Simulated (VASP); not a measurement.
# Tl3HBr2 (P6/mmm) in VASP: further runs, part 2 of 2

VASP 6.6.1. The steps go on from the part before.

**3. Relaxation of cell and atoms, PBE**

INCAR reads:

```
SYSTEM = Tl3HBr2
ALGO     = Normal         ! electronic algorithm
EDIFF    = 1E-7           ! SCF threshold, eV
EDIFFG   = -0.01          ! ionic threshold
ENCUT    = 600            ! plane-wave cutoff, eV
GGA      = PE             ! functional
IBRION   = 2              ! ionic algorithm
ISIF     = 3              ! what is computed and relaxed
ISMEAR   = 0              ! smearing method
LASPH    = .True.         ! aspherical terms in the spheres
LCHARG   = .False.        ! write CHGCAR
LREAL    = .False.        ! projectors in reciprocal space
LWAVE    = .False.        ! write WAVECAR
NELM     = 100            ! most SCF steps
NSW      = 100            ! ionic steps
PREC     = Accurate       ! precision mode
SIGMA    = 0.1            ! smearing width, eV
```

KPOINTS reads:

```
k-points
0
Gamma
  6 6 8
  0 0 0
```

POSCAR reads:

```
Tl3HBr2
1.0
    8.0212037905      0.0000000000      0.0000000000
   -4.0106018952      6.9465662515      0.0000000000
    0.0000000000      0.0000000000      4.6701289202
Tl H Br
3 1 2
Direct
    0.5000000000      0.5000000000      0.5000000000
    0.5000000000      0.0000000000      0.5000000000
    0.0000000000      0.5000000000      0.5000000000
    0.0000000000      0.0000000000      0.0000000000
    0.6666666667      0.3333333333      0.0000000000
    0.3333333333      0.6666666667      0.0000000000
```

Potentials or basis: VASP PAW PBE potentials, release 64 (Tl_d, H, Br).

Run with:

```sh
$ cat potpaw_PBE.64/Tl_d/POTCAR potpaw_PBE.64/H/POTCAR potpaw_PBE.64/Br/POTCAR > POTCAR
$ mpirun -np 1 vasp_std > vasp.out
```

OUTCAR:

```text
SYSTEM = Tl3HBr2
   EDIFF = 1E-7
   EDIFFG = -0.01
   ENCUT = 600
   GGA = PE
   IBRION = 2
   ISIF = 3
   ISMEAR = 0
   LASPH = .True.
   LREAL = .False.
   NELM = 100
   NSW = 100
   PREC = Accurate

 ion  position               nearest neighbor table
   1  0.500  0.500  0.500-   5 3.29   6 3.29   5 3.29   6 3.29   2 4.01   2 4.01   3 4.01   3 4.01

   2  0.500  0.000  0.500-   5 3.29   6 3.29   5 3.29   6 3.29   1 4.01   1 4.01   3 4.01   3 4.01

   3  0.000  0.500  0.500-   5 3.29   6 3.29   5 3.29   6 3.29   1 4.01   1 4.01   2 4.01   2 4.01

   4  0.000  0.000  0.000-
   5  0.667  0.333  0.000-   2 3.29   2 3.29   3 3.29   3 3.29   1 3.29   1 3.29
   6  0.333  0.667  0.000-   2 3.29   2 3.29   3 3.29   3 3.29   1 3.29   1 3.29

  LATTYP: Found a hexagonal cell.
 ALAT       =     8.0212037905
 C/A-ratio  =     0.5822229483

  Lattice vectors:

 A1 = (   8.0212037905,   0.0000000000,   0.0000000000)
 A2 = (  -4.0106018952,   6.9465662515,   0.0000000000)
 A3 = (   0.0000000000,   0.0000000000,   4.6701289202)

Analysis of symmetry for initial positions (statically):
=====================================================================
 Subroutine PRICEL returns:
 Original cell was already a primitive cell.

 Routine SETGRP: Setting up the symmetry group for a
 hexagonal supercell.

 Subroutine GETGRP returns: Found 24 space group operations
 (whereof 24 operations were pure point group operations)
 out of a pool of 24 trial point group operations.

The static configuration has the point symmetry D_6h.

Analysis of symmetry for dynamics (positions and initial velocities):
=====================================================================
 Subroutine PRICEL returns:
 Original cell was already a primitive cell.

 Routine SETGRP: Setting up the symmetry group for a
 hexagonal supercell.

 Subroutine GETGRP returns: Found 24 space group operations
 (whereof 24 operations were pure point group operations)
 out of a pool of 24 trial point group operations.

The dynamic configuration has the point symmetry D_6h.

 Subroutine INISYM returns: Found 24 space group operations
 (whereof 24 operations are pure point group operations),
 and found     1 'primitive' translations

----------------------------------------------------------------------------------------

                                     Primitive cell

  volume of cell :     260.2188

  direct lattice vectors                    reciprocal lattice vectors
     8.021203790  0.000000000  0.000000000     0.124669567  0.071978008  0.000000000
    -4.010601895  6.946566252  0.000000000     0.000000000  0.143956016  0.000000000
     0.000000000  0.000000000  4.670128920     0.000000000  0.000000000  0.214126851

  length of vectors
     8.021203790  8.021203790  4.670128920     0.143956016  0.143956016  0.214126851

  position of ions in fractional coordinates (direct lattice)
     0.500000000  0.500000000  0.500000000
     0.500000000  0.000000000  0.500000000
     0.000000000  0.500000000  0.500000000
     0.000000000  0.000000000  0.000000000
     0.666666667  0.333333333  0.000000000
     0.333333333  0.666666667  0.000000000

  ion indices of the primitive-cell ions
   primitive index   ion index
                 1           1
                 2           2
                 3           3
                 4           4
[... 56 lines left out ...]
   k-points           NKPTS =     35   k-points in BZ     NKDIM =     35   number of bands    NBANDS=     32
   number of dos      NEDOS =    301   number of ions     NIONS =      6
   total plane-waves  NPLWV = 163840
   dimension x,y,z NGX =    64 NGY =   64 NGZ =   40
   dimension x,y,z NGXF=   128 NGYF=  128 NGZF=   80
   ions per type =               3   1   2
   NGX,Y,Z   is equivalent  to a cutoff of  13.26, 13.26, 14.24 a.u.
   NGXF,Y,Z  is equivalent  to a cutoff of  26.53, 26.53, 28.48 a.u.
 SYSTEM =  Tl3HBr2
   PREC   = accura    normal or accurate (medium, high low for compatibility)
   ISTART =      0    job   : 0-new  1-cont  2-samecut
   ICHARG =      2    charge: 1-file 2-atom 10-const
   ISPIN  =      1    spin polarized calculation?
   LNONCOLLINEAR =      F non collinear calculations
   LSORBIT =      F    spin-orbit coupling
   LASPH  =      T    aspherical Exc in radial PAW
   ENCUT  =  600.0 eV  44.10 Ry    6.64 a.u.  16.02 16.02  9.33*2*pi/ulx,y,z
   NELM   =    100;   NELMIN=  2; NELMDL= -5     # of ELM steps
   EDIFF  = 0.1E-06   stopping-criterion for ELM
   LREAL  =      F    real-space projection
   EDIFFG = -.1E-01   stopping-criterion for IOM
   NSW    =    100    number of steps for IOM
   IBRION =      2    ionic relax: 0-MD 1-quasi-New 2-CG
   NFREE  =      1    steps in history (QN), initial steepest desc. (CG)
   ISIF   =      3    stress and relaxation
   ISYM   =      2    0-nonsym 1-usesym 2-fastsym
   POTIM  = 0.5000    time-step for ionic-motion
   TEBEG  =    0.0;   TEEND  =   0.0 temperature during run
   PSTRESS=    0.0 pullay stress
   NELECT =      54.0000    total number of electrons
   NUPDOWN=      -1.0000    fix difference up-down
   EMIN   =  10.00;   EMAX   =-10.00  energy-range for DOS
   EFERMI =   0.00;   METHOD = LEGACY
   ISMEAR =     0;   SIGMA  =   0.10  broadening in eV -4-tet -1-fermi 0-gaus
   EFERMI_NEDOS =   21; number of points for ismear=-14 and -15
   IALGO  =     38    algorithm
   IMIX   =      4    mixing-type and parameters
     AMIX     =   0.40;   BMIX     =  1.00
     AMIX_MAG =   1.60;   BMIX_MAG =  1.00
  volume/ion in A,a.u.               =      43.37       292.67
  Fermi-wavevector in a.u.,A,eV,Ry     =   0.969229  1.831578 12.781388  0.939406
  Thomas-Fermi vector in A             =   2.099265
   LORBIT       =      0    0 simple, 1 ext, 2 COOP (PROOUT), +10 PAW based schemes
   GGA     = PE    functional components
   LHFCALC =     F    Hartree Fock is set to
   AEXX    =    0.0000 exact exchange contribution
   IVDW    =     0    specifies the selected vdW correction
   LEPSILON=     F    determine dielectric tensor
   LRPA    =     F    only Hartree local field effects (RPA)
 conjugate gradient relaxation of ions
 non-spin polarized calculation
 Gauss-broadening in eV      SIGMA  =   0.10
  energy-cutoff  :      600.00
  volume of cell :      260.22
 maximum number of plane-waves:      8797
   NGX = 33   NGY = 33   NGZ = 19

--------------------------------------- Ionic step        1  -------------------------------------------

 number of electron      53.9999998 magnetization

 Free energy of the ion-electron system (eV)
  ---------------------------------------------------
  ext. energy  EPLUGINS =         0.00000000
  ---------------------------------------------------
  free energy    TOTEN  =       -13.72213018 eV

  energy without entropy =      -13.71550554  energy(sigma->0) =      -13.71881786

------------------------ aborting loop because EDIFF is reached ----------------------------------------

  FORCE on cell =-STRESS in cart. coord.  units (eV):
  Direction    XX          YY          ZZ          XY          YZ          ZX
  --------------------------------------------------------------------------------------
  -------------------------------------------------------------------------------------
  Total        0.0224144      0.0224144     -0.1780697      0.0000000      0.0000000      0.0000000
  in kB        0.1380064      0.1380064     -1.0963822      0.0000000      0.0000000      0.0000000
  external PRESSURE =      -0.2734565 kB  Pullay stress =       0.0000000 kB
[... 187 lines left out ...]
--------------------------------------- Ionic step        6  -------------------------------------------

 number of electron      53.9999998 magnetization

 Free energy of the ion-electron system (eV)
  ---------------------------------------------------
  ext. energy  EPLUGINS =         0.00000000
  ---------------------------------------------------
  free energy    TOTEN  =       -13.72280896 eV

  energy without entropy =      -13.71669565  energy(sigma->0) =      -13.71975230

 E-fermi :   1.3813     XC(G=0):  -6.8694

 val. band max:        1.3662780700   @ k =   0.3333   0.3333   0.5000
 cond. band min:       1.5242718151   @ k =   0.1667  -0.0000   0.1250
 fundamental gap:      0.1579937451
 Fermi energy:         1.3813078566

 k-point     1 :       0.0000    0.0000    0.0000
  band No.  band energies     occupation
      1     -14.4868      2.00000
      2     -14.3577      2.00000
      3     -10.9512      2.00000
      4     -10.9512      2.00000
      5     -10.9330      2.00000
      6     -10.9116      2.00000
[... 829 lines left out ...]
     31       3.4090      0.00000
     32       3.8202      0.00000

 [... further k-points ...]

------------------------ aborting loop because EDIFF is reached ----------------------------------------

  FORCE on cell =-STRESS in cart. coord.  units (eV):
  Direction    XX          YY          ZZ          XY          YZ          ZX
  --------------------------------------------------------------------------------------
  -------------------------------------------------------------------------------------
  Total        0.0163478      0.0163478     -0.0002872      0.0000000     -0.0000000      0.0000000
  in kB        0.1004395      0.1004395     -0.0017643      0.0000000     -0.0000000      0.0000000
  external PRESSURE =       0.0663716 kB  Pullay stress =       0.0000000 kB
[... 21 lines left out ...]
  FREE ENERGIE OF THE ION-ELECTRON SYSTEM (eV)
  ---------------------------------------------------
  free  energy   TOTEN  =       -13.7228089555 eV

  energy  without entropy=      -13.7166956531  energy(sigma->0) =      -13.71975230

 reached required accuracy - stopping structural energy minimisation
```

Wall time 29 min (1 thread of Intel Xeon Platinum 8259CL at 2.50GHz (Skylake/Cascade Lake), shared host); peak memory 0.66 GiB.

What came out:

| Quantity | Value |
| --- | --- |
| Free energy | -13.7228 eV |
| Relaxed volume | 43.46 Å³/atom |
| Relaxed cell | a = 8.054 Å, b = 8.054 Å, c = 4.643 Å, α = 90.00°, β = 90.00°, γ = 120.00° |
| Space group after relaxing (to 0.1 Å) | P6/mmm (No. 191) |
| Energy gained by relaxing | 0.1 meV/atom |
| Ionic steps | 6 |
| Pressure after relaxing | 0.0 GPa |
| Band gap on the k mesh | zero (bands 27 and 28 overlap by 0.28 eV) |

The path:
```csv
step,energy change (eV),largest force (eV/Å),pressure (GPa),volume (Å³)
1,0.0000,0.0000,-0.03,260.22
2,-0.0002,0.0000,0.00,259.94
3,-0.0004,0.0000,0.03,259.52
4,-0.0004,0.0000,0.04,259.45
5,-0.0005,0.0000,0.03,259.80
6,-0.0007,0.0000,0.01,260.78
```

Final structure:
```xyz
6
Lattice="8.0536 0.0000 0.0000 -4.0268 6.9746 0.0000 0.0000 0.0000 4.6426" Properties=species:S:1:pos:R:3 pbc="T T T"
Tl    2.0134    3.4873    2.3213
Tl    4.0268    0.0000    2.3213
Tl    6.0402    3.4873    2.3213
H     8.0536    0.0000    0.0000
Br    4.0268    2.3249    0.0000
Br    0.0000    4.6497    0.0000
```

Levels at points of the mesh, in eV from the Fermi level:
```csv
k point,band 23,band 24,band 25,band 26,band 27,band 28,band 29,band 30,band 31,band 32
"(0.00, 0.00, 0.00)",-4.03,-3.64,-2.46,-2.46,-0.54,-0.29,0.59,0.59,2.66,2.66
"(0.50, 0.00, 0.00)",-3.88,-3.57,-3.30,-2.51,-0.62,0.81,1.16,1.36,2.10,2.31
"(0.00, 0.00, 0.50)",-4.42,-3.52,-3.52,-2.17,-0.30,0.25,0.25,1.09,2.63,3.04
"(0.50, 0.00, 0.50)",-3.84,-3.82,-3.49,-2.92,-0.02,0.66,1.34,1.60,1.64,2.14
```

Caveat: spin-orbit coupling is left out, which moves the levels of the heavy elements.

**4. Single point, PBE**

This run uses another cell than the first one, of 27.57 Å³/atom.

INCAR reads:

```
PREC     = Accurate       # precision mode
ENCUT    = 520            # plane-wave cutoff, eV
EDIFF    = 1E-7           # SCF threshold, eV
ISMEAR   = 0              # smearing method
SIGMA    = 0.1            # smearing width, eV
LREAL    = False          # projectors in reciprocal space
LASPH    = True           # aspherical terms in the spheres
NELM     = 100            # most SCF steps
ALGO     = Normal         # electronic algorithm
ISIF     = 2              # what is computed and relaxed
LWAVE    = False          # write WAVECAR
LCHARG   = False          # write CHGCAR
GGA      = PE             # functional
NBANDS   = 36             # bands
```

KPOINTS reads:

```
Automatic mesh
0
Gamma
  3 3 4
```

POSCAR reads:

```
Tl3HBr2
1.0
    6.7388850800      0.0000000000      0.0000000000
   -3.3694425400      5.8360456700      0.0000000000
    0.0000000000      0.0000000000      4.2059377100
Tl H Br
3 1 2
Direct
    0.5000000000      0.5000000000      0.5000000000
    0.5000000000      0.0000000000      0.5000000000
    0.0000000000      0.5000000000      0.5000000000
    0.0000000000      0.0000000000      0.0000000000
    0.6666666700      0.3333333300      0.0000000000
    0.3333333300      0.6666666700      0.0000000000
```

Run with:

```sh
$ cat potpaw_PBE.64/Tl_d/POTCAR potpaw_PBE.64/H/POTCAR potpaw_PBE.64/Br/POTCAR > POTCAR
$ mpirun -np 1 vasp_std > vasp.out
```

Run time: 94 s. Hardware: 1 thread of Intel Xeon Platinum 8259CL at 2.50GHz (Skylake/Cascade Lake), shared host; peak memory 0.28 GiB.

It converged, with:

- Free energy: -11.1701 eV
- Pressure: 14.4 GPa
- Band gap on the k mesh: zero (bands 27 and 28 overlap by 0.33 eV)

Stress tensor (GPa, compression positive):
```
10.71  0.00  0.00
 0.00 10.71  0.00
 0.00  0.00 21.81
```

Levels at points of the mesh, in eV from the Fermi level:
```tsv
k point	band 25	band 26	band 27	band 28	band 29	band 30
(0.00, 0.00, 0.00)	-0.58	-0.52	-0.52	-0.39	1.07	1.07
(0.00, 0.00, 0.50)	-3.30	-0.47	-0.15	0.16	0.16	2.77
```

Caveat: the k points lie up to 0.37 Å⁻¹ apart; spin-orbit coupling is left out, which moves the levels of the heavy elements.

**5. The runs side by side**

```tsv
task	cell	k mesh	cutoff (eV)	gap on the mesh (eV)	pressure (GPa)
single point	a = 8.047, b = 8.047, c = 4.643 Å, angles 90.0, 90.0, 120.0°, 6 atoms	6 × 6 × 8	520	none	0.0
relaxation of cell and atoms	relaxed from a = 8.021, b = 8.021, c = 4.670 Å, angles 90.0, 90.0, 120.0°, 6 atoms	6 × 6 × 8	600	none	0.0
single point	a = 6.739, b = 6.739, c = 4.206 Å, angles 90.0, 90.0, 120.0°, 6 atoms	3 × 3 × 4	520	none	14.4
```

Alike in all rows: level PBE; potentials or basis VASP PAW PBE potentials, release 64 (Tl_d, H, Br); no spin polarisation; smearing gaussian 0.1 eV.

Caveats: some runs use coarse meshes; spin-orbit coupling is left out, which moves the levels of the heavy elements.

Total energies depend on the potentials used, so only differences within one code and one set of settings carry meaning.
